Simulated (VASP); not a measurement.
# PbF2: single point with HSE06

PbF2:

```
Pb F
1.0
     0.00000    2.94581    2.94581
     2.94581    0.00000    2.94581
     2.94581    2.94581    0.00000
Pb F
1 2
Cartesian
  0.0000 0.0000 0.0000
  1.4729 1.4729 1.4729
  4.4187 4.4187 4.4187
```

| Property | Result |
| --- | --- |
| Program | VASP 6.6.1 |
| Task | single point |
| Functional | HSE06 |
| Potentials or basis | VASP PAW PBE potentials, release 64 (Pb_d, F) |
| Cutoff | 520 eV |
| k mesh | 6 × 6 × 6 |
| Occupations | gaussian, width 0.01 eV |
| Spin | no spin polarisation |

```
Pressure               : 2.3 GPa
Band gap on the k mesh : 5.74 eV (least direct gap 5.84 eV)
```

Levels at points of the mesh, in eV from the valence-band top:
```tsv
k point	band 12	band 13	band 14	band 15	band 16	band 17
(0.00, 0.00, 0.00)	-2.71	-2.71	-2.71	8.23	8.23	8.23
(0.50, 0.00, 0.00)	-2.90	-2.90	-0.10	6.29	9.24	9.24
(0.50, 0.50, 0.00)	-2.26	-2.26	-0.10	5.74	9.50	9.50
```

It took 26 min on 4 MPI ranks on Intel(R) Xeon(R) Platinum 8259CL CPU @ 2.50GHz (Skylake/Cascade Lake), on a shared host, peak memory 0.29 GiB a rank.

Caveat: the PAW data sets were made with another functional, which shifts forces and pressure a little; spin-orbit coupling is left out, which moves the levels of the heavy elements. A k mesh can miss the band edges.
